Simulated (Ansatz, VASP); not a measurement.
# Ge: VASP beside Ansatz

```xyz
2
Lattice="0.0000 2.8802 2.8802 2.8802 0.0000 2.8802 2.8802 2.8802 0.0000" Properties=species:S:1:pos:R:3 pbc="T T T"
Ge    0.0000    0.0000    0.0000
Ge    1.4401    1.4401    1.4401
```

Alike in both runs: functional PBE; k mesh 10 × 10 × 10; occupations tetrahedron; no spin polarisation.

Ansatz relaxed the structure, and its values are those at the end. VASP's run is a single point on that final structure, the one shown.

|  | VASP | Ansatz |
| --- | --- | --- |
| version | VASP 6.6.1 | Ansatz 0.2.0 |
| potentials or method | VASP PAW PBE potentials, release 64 (Ge_d), cutoff 520 eV | all-electron LAPW, scalar-relativistic |

|  | VASP | Ansatz | Ansatz less VASP |
| --- | --- | --- | --- |
| gap on the k mesh at the Fermi level (eV) | none | none | - |
| pressure (GPa) | -0.1 | 0.0 | +0.05 |

A gap of «none» marks a metal or a gap that the smearing closes. Ansatz ran all-electron here, and VASP with PAW potentials. Ansatz's warnings: band table not solved further, forces under tetrahedra, tetrahedron derivatives may miss energy slope.
